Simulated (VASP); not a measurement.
# CuI (F-43m) in VASP: single point with PBE

Aim: the single point of CuI with PBE.

All numbers are computed with VASP 6.6.1; they aren't measurements. Logs are shortened: lines on timing, memory, paths and dates and some standing lists are left out, and cuts for length are marked.

## 1. The cell of the first run

It takes space group F-43m (No. 216, cubic). Conventional cell: a = 6.063 Å, b = 6.063 Å, c = 6.063 Å, α = 90.00°, β = 90.00°, γ = 90.00°. Within 3.5 Å of Cu (site symmetry -43m) lie 4 I at 2.63 Å. Within 3.5 Å of I (site symmetry -43m) lie 4 Cu at 2.63 Å.

## 2. Single point, PBE

Contents of INCAR:

```
SYSTEM = CuI
PREC = Accurate
ENCUT = 520
EDIFF = 1E-6
ISMEAR = 0
SIGMA = 0.05
LREAL = .False.
LASPH = .True.
NELM = 100
ALGO = Normal
ISIF = 2
LWAVE = .False.
LCHARG = .False.
GGA = PE
NBANDS = 16
```

Contents of KPOINTS:

```
Automatic mesh
0
Gamma
  12 12 12
  0 0 0
```

Contents of POSCAR:

```
CuI
1.0
    0.0000000000      3.0315000000      3.0315000000
    3.0315000000      0.0000000000      3.0315000000
    3.0315000000      3.0315000000      0.0000000000
Cu I
1 1
Direct
    0.7500000000      0.7500000000      0.7500000000
    0.0000000000      0.0000000000      0.0000000000
```

Potentials or basis: VASP PAW PBE potentials, release 64 (Cu, I).

Started as:

```console
$ cat potpaw_PBE.64/Cu/POTCAR potpaw_PBE.64/I/POTCAR > POTCAR
$ mpirun -np 1 vasp_std > vasp.out
```

OUTCAR:

```text
SYSTEM = CuI
   PREC = Accurate
   ENCUT = 520
   EDIFF = 1E-6
   ISMEAR = 0
   LREAL = .False.
   LASPH = .True.
   NELM = 100
   ISIF = 2
   GGA = PE

 ion  position               nearest neighbor table
   1  0.750  0.750  0.750-   2 2.63   2 2.63   2 2.63   2 2.63
   2  0.000  0.000  0.000-   1 2.63   1 2.63   1 2.63   1 2.63

  LATTYP: Found a face centered cubic cell.
 ALAT       =     6.0630000000

  Lattice vectors:

 A1 = (   0.0000000000,   3.0315000000,   3.0315000000)
 A2 = (   3.0315000000,   0.0000000000,   3.0315000000)
 A3 = (   3.0315000000,   3.0315000000,   0.0000000000)

Analysis of symmetry for initial positions (statically):
=====================================================================
 Subroutine PRICEL returns:
 Original cell was already a primitive cell.

 Routine SETGRP: Setting up the symmetry group for a
 face centered cubic supercell.

 Subroutine GETGRP returns: Found 24 space group operations
 (whereof 24 operations were pure point group operations)
 out of a pool of 48 trial point group operations.

The static configuration has the point symmetry T_d .

Analysis of symmetry for dynamics (positions and initial velocities):
=====================================================================
 Subroutine PRICEL returns:
 Original cell was already a primitive cell.

 Routine SETGRP: Setting up the symmetry group for a
 face centered cubic supercell.

 Subroutine GETGRP returns: Found 24 space group operations
 (whereof 24 operations were pure point group operations)
 out of a pool of 48 trial point group operations.

The dynamic configuration has the point symmetry T_d .

 Subroutine INISYM returns: Found 24 space group operations
 (whereof 24 operations are pure point group operations),
 and found     1 'primitive' translations

----------------------------------------------------------------------------------------

                                     Primitive cell

  volume of cell :      55.7189

  direct lattice vectors                    reciprocal lattice vectors
     0.000000000  3.031500000  3.031500000    -0.164934851  0.164934851  0.164934851
     3.031500000  0.000000000  3.031500000     0.164934851 -0.164934851  0.164934851
     3.031500000  3.031500000  0.000000000     0.164934851  0.164934851 -0.164934851

  length of vectors
     4.287188414  4.287188414  4.287188414     0.285675541  0.285675541  0.285675541

  position of ions in fractional coordinates (direct lattice)
     0.750000000  0.750000000  0.750000000
     0.000000000  0.000000000  0.000000000

  ion indices of the primitive-cell ions
   primitive index   ion index
                 1           1
                 2           2

----------------------------------------------------------------------------------------

 KPOINTS: Automatic mesh

Automatic generation of k-mesh.
 Grid dimensions read from file:
 generate k-points for:   12   12   12

 Generating k-lattice:

  Cartesian coordinates                     Fractional coordinates (reciprocal lattice)
    -0.013744571  0.013744571  0.013744571     0.083333333  0.000000000  0.000000000
     0.013744571 -0.013744571  0.013744571     0.000000000  0.083333333  0.000000000
     0.013744571  0.013744571 -0.013744571     0.000000000  0.000000000  0.083333333

  Length of vectors
     0.023806295  0.023806295  0.023806295

  Shift w.r.t. Gamma in fractional coordinates (k-lattice)
     0.000000000  0.000000000  0.000000000

 Subroutine IBZKPT returns following result:
 ===========================================

 Found     72 irreducible k-points:

 Following reciprocal coordinates:
            Coordinates               Weight
  0.000000  0.000000  0.000000      1.000000
  0.083333  0.000000  0.000000      8.000000
  0.166667  0.000000  0.000000      8.000000
  0.250000  0.000000  0.000000      8.000000
  0.333333  0.000000  0.000000      8.000000
  0.416667  0.000000  0.000000      8.000000
[... 16 lines left out ...]
  0.500000  0.166667  0.000000     24.000000
 -0.416667  0.166667  0.000000     24.000000
 [... further k-points ...]
   k-points           NKPTS =     72   k-points in BZ     NKDIM =     72   number of bands    NBANDS=     16
   number of dos      NEDOS =    301   number of ions     NIONS =      2
   total plane-waves  NPLWV =  32768
   dimension x,y,z NGX =    32 NGY =   32 NGZ =   32
   dimension x,y,z NGXF=    64 NGYF=   64 NGZF=   64
   ions per type =               1   1
   NGX,Y,Z   is equivalent  to a cutoff of  12.41, 12.41, 12.41 a.u.
   NGXF,Y,Z  is equivalent  to a cutoff of  24.82, 24.82, 24.82 a.u.
 SYSTEM =  CuI
   PREC   = accura    normal or accurate (medium, high low for compatibility)
   ISTART =      0    job   : 0-new  1-cont  2-samecut
   ICHARG =      2    charge: 1-file 2-atom 10-const
   ISPIN  =      1    spin polarized calculation?
   LNONCOLLINEAR =      F non collinear calculations
   LSORBIT =      F    spin-orbit coupling
   LASPH  =      T    aspherical Exc in radial PAW
   ENCUT  =  520.0 eV  38.22 Ry    6.18 a.u.   7.97  7.97  7.97*2*pi/ulx,y,z
   NELM   =    100;   NELMIN=  2; NELMDL= -5     # of ELM steps
   EDIFF  = 0.1E-05   stopping-criterion for ELM
   LREAL  =      F    real-space projection
   EDIFFG = 0.1E-04   stopping-criterion for IOM
   NSW    =      0    number of steps for IOM
   IBRION =     -1    ionic relax: 0-MD 1-quasi-New 2-CG
   NFREE  =      0    steps in history (QN), initial steepest desc. (CG)
   ISIF   =      2    stress and relaxation
   ISYM   =      2    0-nonsym 1-usesym 2-fastsym
   POTIM  = 0.5000    time-step for ionic-motion
   TEBEG  =    0.0;   TEEND  =   0.0 temperature during run
   PSTRESS=    0.0 pullay stress
   NELECT =      18.0000    total number of electrons
   NUPDOWN=      -1.0000    fix difference up-down
   EMIN   =  10.00;   EMAX   =-10.00  energy-range for DOS
   EFERMI =   0.00;   METHOD = LEGACY
   ISMEAR =     0;   SIGMA  =   0.05  broadening in eV -4-tet -1-fermi 0-gaus
   EFERMI_NEDOS =   21; number of points for ismear=-14 and -15
   IALGO  =     38    algorithm
   IMIX   =      4    mixing-type and parameters
     AMIX     =   0.40;   BMIX     =  1.00
     AMIX_MAG =   1.60;   BMIX_MAG =  1.00
  volume/ion in A,a.u.               =      27.86       188.00
  Fermi-wavevector in a.u.,A,eV,Ry     =   1.123306  2.122741 17.168055  1.261816
  Thomas-Fermi vector in A             =   2.259971
   LORBIT       =      0    0 simple, 1 ext, 2 COOP (PROOUT), +10 PAW based schemes
   GGA     = PE    functional components
   LHFCALC =     F    Hartree Fock is set to
   AEXX    =    0.0000 exact exchange contribution
   IVDW    =     0    specifies the selected vdW correction
   LEPSILON=     F    determine dielectric tensor
   LRPA    =     F    only Hartree local field effects (RPA)
 non-spin polarized calculation
 Gauss-broadening in eV      SIGMA  =   0.05
  energy-cutoff  :      520.00
  volume of cell :       55.72
 maximum number of plane-waves:      1524
   NGX = 15   NGY = 15   NGZ = 15

 number of electron      18.0000014 magnetization

 Free energy of the ion-electron system (eV)
  ---------------------------------------------------
  ext. energy  EPLUGINS =         0.00000000
  ---------------------------------------------------
  free energy    TOTEN  =        -5.56225694 eV

  energy without entropy =       -5.56225694  energy(sigma->0) =       -5.56225694

 E-fermi :   4.6709     XC(G=0):  -8.9378

 val. band max:        4.4277902624   @ k =   0.0000   0.0000   0.0000
 cond. band min:       5.5726951476   @ k =   0.0000   0.0000   0.0000
 fundamental gap:      1.1449048852
 Fermi energy:         4.6708756399

 k-point     1 :       0.0000    0.0000    0.0000
  band No.  band energies     occupation
      1      -9.5793      2.00000
      2       0.7905      2.00000
      3       0.7905      2.00000
      4       0.7905      2.00000
      5       2.5755      2.00000
      6       2.5755      2.00000
[... 8 lines left out ...]
     15      14.0075      0.00000
     16      14.0075      0.00000

 k-point     2 :       0.0833    0.0000    0.0000
  band No.  band energies     occupation
      1      -9.5465      2.00000
      2       0.6553      2.00000
      3       0.7932      2.00000
      4       0.7932      2.00000
      5       2.5724      2.00000
      6       2.5724      2.00000
[... 8 lines left out ...]
     15      13.6049      0.00000
     16      13.6049      0.00000

 k-point     3 :       0.1667    0.0000    0.0000
  band No.  band energies     occupation
      1      -9.4543      2.00000
      2       0.2878      2.00000
      3       0.7998      2.00000
      4       0.7998      2.00000
      5       2.5667      2.00000
      6       2.5667      2.00000
[... 8 lines left out ...]
     15      13.1712      0.00000
     16      13.5722      0.00000

 k-point     4 :       0.2500    0.0000    0.0000
  band No.  band energies     occupation
      1      -9.3215      2.00000
      2      -0.2044      2.00000
      3       0.8069      2.00000
      4       0.8069      2.00000
      5       2.5665      2.00000
      6       2.5665      2.00000
[... 8 lines left out ...]
     15      13.1507      0.00000
     16      13.3519      0.00000

 k-point     5 :       0.3333    0.0000    0.0000
  band No.  band energies     occupation
      1      -9.1799      2.00000
      2      -0.6834      2.00000
      3       0.8116      2.00000
      4       0.8116      2.00000
      5       2.5774      2.00000
      6       2.5774      2.00000
[... 8 lines left out ...]
     15      13.6521      0.00000
     16      13.6521      0.00000

 k-point     6 :       0.4167    0.0000    0.0000
  band No.  band energies     occupation
      1      -9.0696      2.00000
      2      -1.0266      2.00000
      3       0.8133      2.00000
      4       0.8133      2.00000
      5       2.5945      2.00000
      6       2.5946      2.00000
[... 8 lines left out ...]
     15      14.5461      0.00000
     16      14.5461      0.00000

 k-point     7 :       0.5000    0.0000    0.0000
  band No.  band energies     occupation
      1      -9.0277      2.00000
      2      -1.1510      2.00000
      3       0.8135      2.00000
      4       0.8135      2.00000
      5       2.6033      2.00000
      6       2.6033      2.00000
[... 8 lines left out ...]
     15      15.3005      0.00000
     16      15.3005      0.00000

 k-point     8 :       0.0833    0.0833    0.0000
  band No.  band energies     occupation
      1      -9.5356      2.00000
      2       0.6354      2.00000
      3       0.7829      2.00000
      4       0.7829      2.00000
      5       2.5609      2.00000
      6       2.5813      2.00000
[... 8 lines left out ...]
     15      13.2646      0.00000
     16      14.0763      0.00000

 k-point     9 :       0.1667    0.0833    0.0000
  band No.  band energies     occupation
      1      -9.4631      2.00000
      2       0.3652      2.00000
      3       0.7786      2.00000
      4       0.7845      2.00000
      5       2.5464      2.00000
      6       2.5847      2.00000
[... 8 lines left out ...]
     15      13.8511      0.00000
     16      13.8686      0.00000
[... 172 lines left out ...]
 k-point    19 :       0.1667    0.1667    0.0000
  band No.  band energies     occupation
      1      -9.4124      2.00000
      2       0.2372      2.00000
      3       0.7624      2.00000
      4       0.7624      2.00000
      5       2.5230      2.00000
      6       2.5971      2.00000
[... 8 lines left out ...]
     15      14.2808      0.00000
     16      14.4713      0.00000

 k-point    20 :       0.2500    0.1667    0.0000
  band No.  band energies     occupation
      1      -9.3126      2.00000
      2      -0.0694      2.00000
      3       0.7414      2.00000
      4       0.7541      2.00000
      5       2.5059      2.00000
      6       2.6056      2.00000
[... 8 lines left out ...]
     15      14.2972      0.00000
     16      15.0897      0.00000

 k-point    21 :       0.3333    0.1667    0.0000
  band No.  band energies     occupation
      1      -9.1856      2.00000
      2      -0.4375      2.00000
      3       0.6815      2.00000
      4       0.7549      2.00000
      5       2.5072      2.00000
      6       2.6134      2.00000
[... 8 lines left out ...]
     15      14.5522      0.00000
     16      14.9423      0.00000

 k-point    22 :       0.4167    0.1667    0.0000
  band No.  band energies     occupation
      1      -9.0639      2.00000
      2      -0.7620      2.00000
      3       0.5854      2.00000
      4       0.7647      2.00000
      5       2.5281      2.00000
      6       2.6179      2.00000
[... 8 lines left out ...]
     15      14.8342      0.00000
     16      15.2065      0.00000

 k-point    23 :       0.5000    0.1667    0.0000
  band No.  band energies     occupation
      1      -8.9841      2.00000
      2      -0.9573      2.00000
      3       0.4861      2.00000
      4       0.7825      2.00000
      5       2.5399      2.00000
      6       2.6090      2.00000
[... 8 lines left out ...]
     15      15.1244      0.00000
     16      15.3458      0.00000

 k-point    24 :      -0.4167    0.1667    0.0000
  band No.  band energies     occupation
      1      -8.9733      2.00000
      2      -0.9715      2.00000
      3       0.4223      2.00000
      4       0.8047      2.00000
      5       2.5411      2.00000
      6       2.5829      2.00000
[... 8 lines left out ...]
     15      14.2400      0.00000
     16      15.0146      0.00000

 [... further k-points ...]
[... 5 lines left out ...]
  --------------------------------------------------------------------------------------
  -------------------------------------------------------------------------------------
  Total        0.2433079      0.2433079      0.2433079      0.0000000      0.0000000      0.0000000
  in kB        6.9962291      6.9962291      6.9962291      0.0000000      0.0000000      0.0000000
  external PRESSURE =       6.9962291 kB  Pullay stress =       0.0000000 kB

 VOLUME and BASIS-vectors are now :
 -----------------------------------------------------------------------------
  energy-cutoff  :      520.00
  volume of cell :       55.72
      direct lattice vectors                 reciprocal lattice vectors
     0.000000000  3.031500000  3.031500000    -0.164934851  0.164934851  0.164934851
     3.031500000  0.000000000  3.031500000     0.164934851 -0.164934851  0.164934851
     3.031500000  3.031500000  0.000000000     0.164934851  0.164934851 -0.164934851

 POSITION                                       TOTAL-FORCE (eV/Angst)
 -----------------------------------------------------------------------------------
      4.54725      4.54725      4.54725        -0.000000     -0.000000     -0.000000
      0.00000      0.00000      0.00000         0.000000      0.000000      0.000000
 -----------------------------------------------------------------------------------
    total drift:                               -0.000001     -0.000001     -0.000000

  FREE ENERGIE OF THE ION-ELECTRON SYSTEM (eV)
  ---------------------------------------------------
  free  energy   TOTEN  =        -5.5622569394 eV

  energy  without entropy=       -5.5622569394  energy(sigma->0) =       -5.56225694
```

Run time: 80 s. Hardware: 1 thread of AMD EPYC 7R43 (Zen 3), shared host; peak memory 0.18 GiB.

What came out:

```yaml
Free_energy: -5.5623 eV
Pressure: 0.7 GPa
Band_gap_on_the_k_mesh: 1.14 eV, direct
```

Caveat: spin-orbit coupling is left out, which moves the levels of the heavy elements. A k mesh can miss the band edges.
